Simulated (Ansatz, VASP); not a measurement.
**BeCdRe in VASP and in Ansatz**

INCAR

```
SYSTEM = BeCdRe
ALGO     = Normal         ! electronic algorithm
EDIFF    = 1E-7           ! SCF threshold, eV
EDIFFG   = -0.04          ! ionic threshold
ENCUT    = 600            ! plane-wave cutoff, eV
GGA      = PE             ! functional
IBRION   = 2              ! ionic algorithm
ISIF     = 3              ! what is computed and relaxed
ISMEAR   = 0              ! smearing method
LASPH    = .True.         ! aspherical terms in the spheres
LCHARG   = .False.        ! write CHGCAR
LREAL    = .False.        ! projectors in reciprocal space
LWAVE    = .False.        ! write WAVECAR
NELM     = 60             ! most SCF steps
NSW      = 90             ! ionic steps
PREC     = Accurate       ! precision mode
SIGMA    = 0.1            ! smearing width, eV
```

The input KPOINTS:

```
k-points
0
Gamma
  6 6 4
  0 0 0
```

File POSCAR:

```
BeCdRe
1.0
    3.6292901268      0.0000000000      0.0000000000
    0.0000000000      3.6292901268      0.0000000000
    0.0000000000      0.0000000000      6.3870980888
Be Cd Re
2 2 2
Direct
    0.5000000000      0.0000000000      0.2055000000
    0.0000000000      0.5000000000      0.7945000000
    0.5000000000      0.0000000000      0.6485000000
    0.0000000000      0.5000000000      0.3515000000
    0.0000000000      0.0000000000      0.0000000000
    0.5000000000      0.5000000000      0.0000000000
```

Input for Ansatz:

```yaml
crystal:
  lattice:
    - [3.6292901268, 0.0, 0.0]
    - [0.0, 3.6292901268, 0.0]
    - [0.0, 0.0, 6.3870980888]
  atoms:
    - { symbol: Be, position: [0.5, 0.0, 0.2055] }
    - { symbol: Be, position: [0.0, 0.5, 0.7945] }
    - { symbol: Cd, position: [0.5, 0.0, 0.6485] }
    - { symbol: Cd, position: [0.0, 0.5, 0.3515] }
    - { symbol: Re, position: [0.0, 0.0, 0.0] }
    - { symbol: Re, position: [0.5, 0.5, 0.0] }
basis:
  ecutwfc: 420
kpoints:
  mp_grid: { grid: [6, 6, 4] }
hamiltonian:
  xc: pbe
scf:
  occupations: { method: gaussian, width: 0.1 }
  lower_state_search: "off"
output:
  forces: true
  stress: true
  eigenvalues: true
relax:
  adjacent_minimum: "off"
  f_tol: 0.04
  max_steps: 70
  cell: { stress_tol: 0.4 }
```

Alike in both runs: task relaxation of cell and atoms; functional PBE; k mesh 6 × 6 × 4; occupations gaussian, width 0.1 eV; no spin polarisation.

```csv
,VASP,Ansatz
version,VASP 6.6.1,Ansatz 0.2.0
potentials or method,"VASP PAW PBE potentials, release 64 (Be, Cd, Re), cutoff 600 eV","scalar-relativistic, plane waves, PAW"
valence electrons in the cell,42,74
```

Ansatz gave:

* gap on the k mesh at the Fermi level, each at its own relaxed structure (eV): none
* relaxed volume (Å³/atom): 15.35
* relaxed length of the cell vector where the two differ most in proportion (Å): 6.759

Question: Estimate VASP's values.

Answer: gap on the k mesh at the Fermi level, each at its own relaxed structure (eV): none; relaxed volume (Å³/atom): 15.39; relaxed length of the cell vector where the two differ most in proportion (Å): 6.794.

A gap of «none» marks a metal or a gap that the smearing closes. VASP's potentials hold 42 valence electrons a cell and Ansatz's 74, so a difference there can come from the potentials and not from the codes.

Neither program's run includes spin-orbit coupling.
